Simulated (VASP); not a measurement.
## Pd: single point with LDA

The system is Pd.

```xyz
1
Lattice="0.0000 1.9211 1.9211 1.9211 0.0000 1.9211 1.9211 1.9211 0.0000" Properties=species:S:1:pos:R:3 pbc="T T T"
Pd    0.0000    0.0000    0.0000
```

```json
{
  "Program": "VASP 6.6.1",
  "Task": "single point",
  "Functional": "LDA",
  "Potentials or basis": "VASP PAW LDA potentials, release 64 (Pd)",
  "Cutoff": "520 eV",
  "k mesh": "4 × 4 × 4",
  "Occupations": "fermi-dirac, width 0.1 eV",
  "Spin": "no spin polarisation"
}
```

```yaml
Pressure: 0.2 GPa
Band_gap_on_the_k_mesh: zero (band 5 reaches 10.70 eV, above the bottom of band 6 at 9.07 eV)
```

Levels at points of the mesh, in eV from the Fermi level:
| k point | band 1 | band 2 | band 3 | band 4 | band 5 | band 6 | band 7 | band 8 | band 9 | band 10 |
| --- | --- | --- | --- | --- | --- | --- | --- | --- | --- | --- |
| (0.00, 0.00, 0.00) | -7.86 | -3.29 | -3.29 | -3.29 | -1.52 | -1.52 | 16.82 | 21.77 | 21.77 | 21.77 |
| (0.50, 0.00, 0.00) | -5.94 | -3.34 | -3.34 | -0.23 | -0.23 | 0.54 | 7.31 | 16.20 | 21.00 | 21.00 |
| (0.50, 0.50, 0.00) | -6.04 | -5.73 | -0.24 | 0.11 | 0.11 | 2.94 | 10.87 | 12.97 | 12.97 | 21.81 |

Wall time 2.1 s on 1 thread of Intel(R) Xeon(R) Platinum 8259CL CPU @ 2.50GHz (Skylake/Cascade Lake), with other jobs on the host, peak memory 0.11 GiB.

Caveat: the k points lie up to 0.71 Å⁻¹ apart.
